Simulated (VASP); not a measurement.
# SrAlPtC6N6: single point with PBE

Crystal: SrAlPtC6N6.

```
Sr Al Pt C N
1.0
     0.00000    5.04950    5.04950
     5.04950    0.00000    5.04950
     5.04950    5.04950    0.00000
Sr Al Pt C N
1 1 1 6 6
Direct
  0.75000 0.75000 0.75000
  0.50000 0.50000 0.50000
  0.00000 0.00000 0.00000
  0.81018 0.18982 0.18982
  0.18982 0.18982 0.81018
  0.81018 0.18982 0.81018
  0.18982 0.81018 0.81018
  0.81018 0.81018 0.18982
  0.18982 0.81018 0.18982
  0.69433 0.30567 0.30567
  0.30567 0.30567 0.69433
  0.69433 0.30567 0.69433
  0.30567 0.69433 0.69433
  0.69433 0.69433 0.30567
  0.30567 0.69433 0.30567
```

```yaml
Program: VASP 6.6.1
Task: single point
Functional: PBE
Potentials_or_basis: VASP PAW PBE potentials, release 64 (Sr_sv, Al, Pt, C, N)
Cutoff: 520 eV
k_mesh: 4 × 4 × 4
Occupations: gaussian, width 0.1 eV
Spin: no spin polarisation
```

```yaml
Pressure: 8.8 GPa
Largest_force: 2.305 eV/Å
```

Forces on the atoms (eV/Å):
```
Sr   0.000  0.000  0.000
Al   0.000  0.000  0.000
Pt   0.000  0.000  0.000
C    0.715  0.000  0.000
C    0.000  0.000  0.715
C    0.000 -0.715  0.000
C   -0.715  0.000  0.000
C    0.000  0.000 -0.715
C    0.000  0.715  0.000
N    2.305  0.000  0.000
N    0.000  0.000  2.305
N    0.000 -2.305  0.000
N   -2.305  0.000  0.000
N    0.000  0.000 -2.305
N    0.000  2.305  0.000
```

Levels at points of the mesh, in eV from the Fermi level:
| k point | band 34 | band 35 | band 36 | band 37 | band 38 | band 39 | band 40 | band 41 | band 42 | band 43 |
| --- | --- | --- | --- | --- | --- | --- | --- | --- | --- | --- |
| (0.00, 0.00, 0.00) | -6.82 | -6.27 | -6.27 | -6.27 | -0.71 | -0.05 | -0.05 | -0.05 | 0.46 | 0.46 |
| (0.50, 0.00, 0.00) | -6.33 | -6.22 | -6.16 | -6.16 | -0.30 | -0.04 | -0.04 | 0.25 | 0.66 | 0.66 |
| (0.50, 0.50, 0.00) | -6.31 | -6.27 | -5.79 | -5.79 | 0.09 | 0.47 | 0.58 | 0.65 | 0.65 | 0.78 |

Wall time 4.5 min on 1 thread of Intel(R) Xeon(R) Platinum 8488C (Sapphire Rapids) (shared host), peak memory 0.43 GiB.

Caveat: spin-orbit coupling is left out, which moves the levels of the heavy elements; forces of over 1 eV/Å act on the atoms, so gaps and moduli don't describe the material at rest.
